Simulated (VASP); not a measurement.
# MgTe in VASP: relaxation of the atoms with PBEsol

Aim: the relaxation of the atoms of MgTe with PBEsol.

Everything below comes from runs of VASP 6.6.1. Logs are shortened: lines on timing, memory, paths and dates and some standing lists are left out, and cuts for length are marked.

## Step 1: The cell of the first run

The cell holds a slab with vacuum, 8 atoms: a = 4.561 Å, b = 4.561 Å, c = 27.032 Å, α = 90.00°, β = 90.00°, γ = 120.00°.

## Step 2: Relaxation of the atoms, PBEsol

INCAR reads:

```
PREC = Accurate
ENCUT = 520
EDIFF = 1E-6
ISMEAR = 0
SIGMA = 0.05
LREAL = F
LASPH = T
NELM = 100
ALGO = Normal
ISIF = 2
LWAVE = F
LCHARG = F
LDIPOL = T
IDIPOL = 3
DIPOL = 0.5 0.5 0.500
GGA = PS
IBRION = 2
NSW = 80
EDIFFG = -0.02
```

KPOINTS reads:

```
regular mesh
0
Gamma
  6 6 1
```

POSCAR reads:

```
MgTe
1.0
    4.5606125678      0.0000000000      0.0000000000
   -2.2803062839      3.9496063405      0.0000000000
    0.0000000000      0.0000000000     27.0321464787
Te Mg
4 4
Direct
    0.3333333333      0.6666666667      0.2774474460
    0.6666666667      0.3333333333      0.4145523938
    0.3333333333      0.6666666667      0.5516573415
    0.6666666667      0.3333333333      0.6887622893
    0.6666666667      0.3333333333      0.3112377107
    0.3333333333      0.6666666667      0.4483426585
    0.6666666667      0.3333333333      0.5854476062
    0.3333333333      0.6666666667      0.7225525540
```

Potentials or basis: VASP PAW PBE potentials, release 64 (Te, Mg).

The run is started by

```
cat potpaw_PBE.64/Te/POTCAR potpaw_PBE.64/Mg/POTCAR > POTCAR
mpirun -np 1 vasp_std > vasp.out
```

OUTCAR:

```text
PREC = Accurate
   ENCUT = 520
   EDIFF = 1E-6
   ISMEAR = 0
   LREAL = F
   LASPH = T
   NELM = 100
   ISIF = 2
   GGA = PS
   IBRION = 2
   NSW = 80
   EDIFFG = -0.02

 ion  position               nearest neighbor table
   1  0.333  0.667  0.277-   5 2.79   5 2.79   5 2.79
   2  0.667  0.333  0.415-   6 2.79   6 2.79   6 2.79   5 2.79
   3  0.333  0.667  0.552-   7 2.79   7 2.79   7 2.79   6 2.79
   4  0.667  0.333  0.689-   8 2.79   8 2.79   8 2.79   7 2.79
   5  0.667  0.333  0.311-   1 2.79   1 2.79   1 2.79   2 2.79
   6  0.333  0.667  0.448-   2 2.79   2 2.79   2 2.79   3 2.79
   7  0.667  0.333  0.585-   3 2.79   3 2.79   3 2.79   4 2.79
   8  0.333  0.667  0.723-   4 2.79   4 2.79   4 2.79

  LATTYP: Found a hexagonal cell.
 ALAT       =     4.5606125678
 C/A-ratio  =     5.9273060530

  Lattice vectors:

 A1 = (   4.5606125678,   0.0000000000,   0.0000000000)
 A2 = (  -2.2803062839,   3.9496063405,   0.0000000000)
 A3 = (   0.0000000000,   0.0000000000,  27.0321464787)

Analysis of symmetry for initial positions (statically):
=====================================================================
 Subroutine PRICEL returns:
 Original cell was already a primitive cell.

 Routine SETGRP: Setting up the symmetry group for a
 hexagonal supercell.

 Subroutine GETGRP returns: Found  6 space group operations
 (whereof  6 operations were pure point group operations)
 out of a pool of 24 trial point group operations.

The static configuration has the point symmetry C_3v.

Analysis of symmetry for dynamics (positions and initial velocities):
=====================================================================
 Subroutine PRICEL returns:
 Original cell was already a primitive cell.

 Routine SETGRP: Setting up the symmetry group for a
 hexagonal supercell.

 Subroutine GETGRP returns: Found  6 space group operations
 (whereof  6 operations were pure point group operations)
 out of a pool of 24 trial point group operations.

The dynamic configuration has the point symmetry C_3v.

 Subroutine INISYM returns: Found  6 space group operations
 (whereof  6 operations are pure point group operations),
 and found     1 'primitive' translations

----------------------------------------------------------------------------------------

                                     Primitive cell

  volume of cell :     486.9199

  direct lattice vectors                    reciprocal lattice vectors
     4.560612568  0.000000000  0.000000000     0.219268790  0.126594895  0.000000000
    -2.280306284  3.949606340  0.000000000     0.000000000  0.253189790  0.000000000
     0.000000000  0.000000000 27.032146479     0.000000000  0.000000000  0.036992993

  length of vectors
     4.560612568  4.560612568 27.032146479     0.253189790  0.253189790  0.036992993

  position of ions in fractional coordinates (direct lattice)
     0.333333333  0.666666667  0.277447446
     0.666666667  0.333333333  0.414552394
     0.333333333  0.666666667  0.551657341
     0.666666667  0.333333333  0.688762289
     0.666666667  0.333333333  0.311237711
     0.333333333  0.666666667  0.448342659
     0.666666667  0.333333333  0.585447606
     0.333333333  0.666666667  0.722552554

  ion indices of the primitive-cell ions
   primitive index   ion index
                 1           1
                 2           2
                 3           3
                 4           4
                 5           5
                 6           6
                 7           7
                 8           8

----------------------------------------------------------------------------------------

 KPOINTS: regular mesh

Automatic generation of k-mesh.
 Grid dimensions read from file:
 generate k-points for:    6    6    1

 Generating k-lattice:

  Cartesian coordinates                     Fractional coordinates (reciprocal lattice)
     0.036544798  0.021099149  0.000000000     0.166666667  0.000000000  0.000000000
     0.000000000  0.042198298  0.000000000     0.000000000  0.166666667  0.000000000
     0.000000000  0.000000000  0.036992993     0.000000000  0.000000000  1.000000000

  Length of vectors
     0.042198298  0.042198298  0.036992993

  Shift w.r.t. Gamma in fractional coordinates (k-lattice)
     0.000000000  0.000000000  0.000000000

 Subroutine IBZKPT returns following result:
 ===========================================

 Found      7 irreducible k-points:

 Following reciprocal coordinates:
            Coordinates               Weight
  0.000000  0.000000  0.000000      1.000000
  0.166667  0.000000  0.000000      6.000000
  0.333333  0.000000  0.000000      6.000000
  0.500000  0.000000  0.000000      3.000000
  0.166667  0.166667  0.000000      6.000000
  0.333333  0.166667  0.000000     12.000000
  0.333333  0.333333  0.000000      2.000000
   k-points           NKPTS =      7   k-points in BZ     NKDIM =      7   number of bands    NBANDS=     21
   number of dos      NEDOS =    301   number of ions     NIONS =      8
   total plane-waves  NPLWV = 272160
   dimension x,y,z NGX =    36 NGY =   36 NGZ =  210
   dimension x,y,z NGXF=    72 NGYF=   72 NGZF=  420
   ions per type =               4   4
   NGX,Y,Z   is equivalent  to a cutoff of  13.12, 13.12, 12.91 a.u.
   NGXF,Y,Z  is equivalent  to a cutoff of  26.25, 26.25, 25.83 a.u.
 SYSTEM =  unknown system
   PREC   = accura    normal or accurate (medium, high low for compatibility)
   ISTART =      0    job   : 0-new  1-cont  2-samecut
   ICHARG =      2    charge: 1-file 2-atom 10-const
   ISPIN  =      1    spin polarized calculation?
   LNONCOLLINEAR =      F non collinear calculations
   LSORBIT =      F    spin-orbit coupling
   LASPH  =      T    aspherical Exc in radial PAW
   ENCUT  =  520.0 eV  38.22 Ry    6.18 a.u.   8.48  8.48 50.26*2*pi/ulx,y,z
   NELM   =    100;   NELMIN=  2; NELMDL= -5     # of ELM steps
   EDIFF  = 0.1E-05   stopping-criterion for ELM
   LREAL  =      F    real-space projection
   EDIFFG = -.2E-01   stopping-criterion for IOM
   NSW    =     80    number of steps for IOM
   IBRION =      2    ionic relax: 0-MD 1-quasi-New 2-CG
   NFREE  =      1    steps in history (QN), initial steepest desc. (CG)
   ISIF   =      2    stress and relaxation
   ISYM   =      2    0-nonsym 1-usesym 2-fastsym
   POTIM  = 0.5000    time-step for ionic-motion
   TEBEG  =    0.0;   TEEND  =   0.0 temperature during run
   PSTRESS=    0.0 pullay stress
   NELECT =      32.0000    total number of electrons
   NUPDOWN=      -1.0000    fix difference up-down
   EMIN   =  10.00;   EMAX   =-10.00  energy-range for DOS
   EFERMI =   0.00;   METHOD = LEGACY
   ISMEAR =     0;   SIGMA  =   0.05  broadening in eV -4-tet -1-fermi 0-gaus
   EFERMI_NEDOS =   21; number of points for ismear=-14 and -15
   IALGO  =     38    algorithm
   IMIX   =      4    mixing-type and parameters
     AMIX     =   0.40;   BMIX     =  1.00
     AMIX_MAG =   1.60;   BMIX_MAG =  1.00
  volume/ion in A,a.u.               =      60.86       410.74
  Fermi-wavevector in a.u.,A,eV,Ry     =   0.660651  1.248450  5.938401  0.436460
  Thomas-Fermi vector in A             =   1.733166
   LORBIT       =      0    0 simple, 1 ext, 2 COOP (PROOUT), +10 PAW based schemes
   GGA     = PS    functional components
   LHFCALC =     F    Hartree Fock is set to
   AEXX    =    0.0000 exact exchange contribution
   IVDW    =     0    specifies the selected vdW correction
   LEPSILON=     F    determine dielectric tensor
   LRPA    =     F    only Hartree local field effects (RPA)
 conjugate gradient relaxation of ions
 non-spin polarized calculation
 Gauss-broadening in eV      SIGMA  =   0.05
  energy-cutoff  :      520.00
  volume of cell :      486.92
 maximum number of plane-waves:     13187
 NGX is ok and might be reduce to    36
   NGX = 17   NGY = 17   NGZ =101

--------------------------------------- Ionic step        1  -------------------------------------------

 number of electron      32.0000002 magnetization

 Free energy of the ion-electron system (eV)
  ---------------------------------------------------
  ext. energy  EPLUGINS =         0.00000000
  ---------------------------------------------------
  free energy    TOTEN  =       -25.51527179 eV

  energy without entropy =      -25.50176170  energy(sigma->0) =      -25.50851674

------------------------ aborting loop because EDIFF is reached ----------------------------------------

  FORCE on cell =-STRESS in cart. coord.  units (eV):
  Direction    XX          YY          ZZ          XY          YZ          ZX
  --------------------------------------------------------------------------------------
  -------------------------------------------------------------------------------------
  Total       -1.0546492     -1.0546492      1.4928673     -0.0000000      0.0000000      0.0000000
  in kB       -3.4702527     -3.4702527      4.9121799     -0.0000000      0.0000000      0.0000000
  external PRESSURE =      -0.6761085 kB  Pullay stress =       0.0000000 kB
[... 107 lines left out ...]
  FREE ENERGIE OF THE ION-ELECTRON SYSTEM (eV)
  ---------------------------------------------------
  free  energy   TOTEN  =       -25.6572241471 eV

  energy  without entropy=      -25.6460703896  energy(sigma->0) =      -25.65164727

 vacuum level on the upper side and lower side of the slab       (xc-potential included)        -0.206         0.042

 dipolmoment           0.000000      0.000000      0.000098 electrons x Angstroem

[... ionic steps 4 to 53 ...]

--------------------------------------- Ionic step       54  -------------------------------------------

 number of electron      32.0000002 magnetization

------------------------ aborting loop because EDIFF is reached ----------------------------------------

  FORCE on cell =-STRESS in cart. coord.  units (eV):
  Direction    XX          YY          ZZ          XY          YZ          ZX
  --------------------------------------------------------------------------------------
  -------------------------------------------------------------------------------------
  Total        1.7990261      1.7990261     -0.1330307     -0.0000000      0.0000000      0.0000000
  in kB        5.9195749      5.9195749     -0.4377286     -0.0000000      0.0000000      0.0000000
  external PRESSURE =       3.8004737 kB  Pullay stress =       0.0000000 kB
[... 69 lines left out ...]
  energy  without entropy=      -27.0656702866  energy(sigma->0) =      -27.06567029

--------------------------------------- Ionic step       56  -------------------------------------------

 number of electron      32.0000002 magnetization

 dipolmoment           0.000000      0.000000     -0.001178 electrons x Angstroem

 Free energy of the ion-electron system (eV)
  ---------------------------------------------------
  ext. energy  EPLUGINS =         0.00000000
  ---------------------------------------------------
  free energy    TOTEN  =       -27.06591040 eV

  energy without entropy =      -27.06591040  energy(sigma->0) =      -27.06591040

 E-fermi :  -1.3579     XC(G=0):  -4.6418

 val. band max:       -1.6312174367   @ k =   0.1667   0.0000   0.0000
 cond. band min:       1.1001603699   @ k =   0.0000   0.0000   0.0000
 fundamental gap:      2.7313778065
 Fermi energy:        -1.3579184411

 k-point     1 :       0.0000    0.0000    0.0000
  band No.  band energies     occupation
      1     -11.9888      2.00000
      2     -11.8470      2.00000
      3     -11.4833      2.00000
      4     -11.3334      2.00000
      5      -4.7513      2.00000
      6      -4.2488      2.00000
[... 157 lines left out ...]
     20       2.5937      0.00000
     21       3.4504      0.00000

------------------------ aborting loop because EDIFF is reached ----------------------------------------

 vacuum level on the upper side and lower side of the slab       (xc-potential included)        -0.084        -0.108

  FORCE on cell =-STRESS in cart. coord.  units (eV):
  Direction    XX          YY          ZZ          XY          YZ          ZX
  --------------------------------------------------------------------------------------
  -------------------------------------------------------------------------------------
  Total        1.8482395      1.8482395      0.0191400      0.0000000      0.0000000      0.0000000
  in kB        6.0815083      6.0815083      0.0629790      0.0000000      0.0000000      0.0000000
  external PRESSURE =       4.0753319 kB  Pullay stress =       0.0000000 kB

 VOLUME and BASIS-vectors are now :
 -----------------------------------------------------------------------------
  energy-cutoff  :      520.00
  volume of cell :      486.92
      direct lattice vectors                 reciprocal lattice vectors
     4.560612568  0.000000000  0.000000000     0.219268790  0.126594895  0.000000000
    -2.280306284  3.949606340  0.000000000     0.000000000  0.253189790  0.000000000
     0.000000000  0.000000000 27.032146479     0.000000000  0.000000000  0.036992993
[... 14 lines left out ...]
  FREE ENERGIE OF THE ION-ELECTRON SYSTEM (eV)
  ---------------------------------------------------
  free  energy   TOTEN  =       -27.0659103963 eV

  energy  without entropy=      -27.0659103963  energy(sigma->0) =      -27.06591040

 reached required accuracy - stopping structural energy minimisation

 vacuum level on the upper side and lower side of the slab         4.120         4.098
```

It took 1.5 h on 1 thread of AMD EPYC 7R43 (Zen 3), shared host; peak memory 0.6 GiB.

What came out:

* Free energy: -27.0659 eV
* Energy gained by relaxing: 193.8 meV/atom
* Ionic steps: 56
* Largest force after relaxing: 0.017 eV/Å
* Band gap on the k mesh: 2.73 eV (least direct gap 2.78 eV)

Forces on the atoms (eV/Å):
```
Te   0.000  0.000  0.008
Te   0.000  0.000  0.014
Te   0.000  0.000  0.001
Te   0.000  0.000 -0.003
Mg   0.000  0.000 -0.006
Mg   0.000  0.000 -0.017
Mg   0.000  0.000 -0.007
Mg   0.000  0.000  0.011
```

The path:
```
step  energy change (eV)  largest force (eV/Å)  pressure (GPa)
   1              0.0000                0.6137           -0.07
   3             -0.1420                0.2284            0.04
   5             -0.1536                0.2227            0.13
   7             -0.1734                0.1738            0.24
   9             -0.1896                0.2524            0.43
  11             -0.2654                0.3309            0.69
  13             -0.5600                1.4286            1.04
  15             -0.7334                0.5592            0.84
  17             -0.7381                0.6068            0.86
  19             -0.7485                0.6043            0.87
  21             -0.8320                0.4737            0.86
  23             -0.9108                0.9517            0.88
  25             -0.9468                0.3932            0.85
  27             -1.0796                0.6096            0.74
  29             -0.7238                2.1611           -0.28
  31             -1.3252                0.8420            0.13
  33             -1.3692                0.8259           -0.01
  35             -1.5023                0.4239            0.18
  37             -1.5345                0.2288            0.35
  39             -1.5432                0.1228            0.41
  41             -1.5460                0.0786            0.46
  43             -1.5474                0.0375            0.49
  45             -1.5478                0.0290            0.48
  47             -1.5480                0.0332            0.47
  49             -1.5489                0.0631            0.41
  51             -1.5493                0.0566            0.41
  53             -1.5501                0.0372            0.38
  55             -1.5504                0.0323            0.39
  56             -1.5506                0.0174            0.41
```

Final structure:
```cif
data_structure
_symmetry_space_group_name_H-M 'P 1'
_symmetry_Int_Tables_number 1
_cell_length_a 4.5606
_cell_length_b 4.5606
_cell_length_c 27.0321
_cell_angle_alpha 90.000
_cell_angle_beta 90.000
_cell_angle_gamma 120.000
_cell_volume 486.92
loop_
_atom_site_label
_atom_site_type_symbol
_atom_site_fract_x
_atom_site_fract_y
_atom_site_fract_z
_atom_site_occupancy
Te1 Te 0.33333 0.66667 0.29961 1
Te2 Te 0.66667 0.33333 0.43803 1
Te3 Te 0.33333 0.66667 0.56188 1
Te4 Te 0.66667 0.33333 0.70041 1
Mg1 Mg 0.66667 0.33333 0.33110 1
Mg2 Mg 0.33333 0.66667 0.40689 1
Mg3 Mg 0.66667 0.33333 0.59330 1
Mg4 Mg 0.33333 0.66667 0.66879 1
```

Caveat: the PAW data sets were made with another functional, which shifts forces and pressure a little; spin-orbit coupling is left out, which moves the levels of the heavy elements.
